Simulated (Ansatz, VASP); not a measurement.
**Hf in VASP and in Ansatz**

```
Hf
1.0
     0.00000    2.24921    2.24921
     2.24921    0.00000    2.24921
     2.24921    2.24921    0.00000
Hf
1
Direct
  0.00000 0.00000 0.00000
```

Change from the starting cell: volume scaled by 1.04.

Alike in both runs: task single point; functional LDA; k mesh 13 × 13 × 13; occupations fermi-dirac, width 0.03 eV; no spin polarisation.

```csv
,VASP,Ansatz
version,VASP 6.6.1,Ansatz 0.2.0
potentials or method,"VASP PAW LDA potentials, release 64 (Hf_pv), cutoff 520 eV","all-electron LAPW, scalar-relativistic"
```

|  | VASP | Ansatz | Ansatz less VASP |
| --- | --- | --- | --- |
| pressure (GPa) | -9.1 | -9.1 | +0.03 |

LDA's correlation is that of Perdew and Zunger in VASP and of Perdew and Wang (1992) in Ansatz. Ansatz ran all-electron here, and VASP with PAW potentials.

Neither program's run includes spin-orbit coupling.
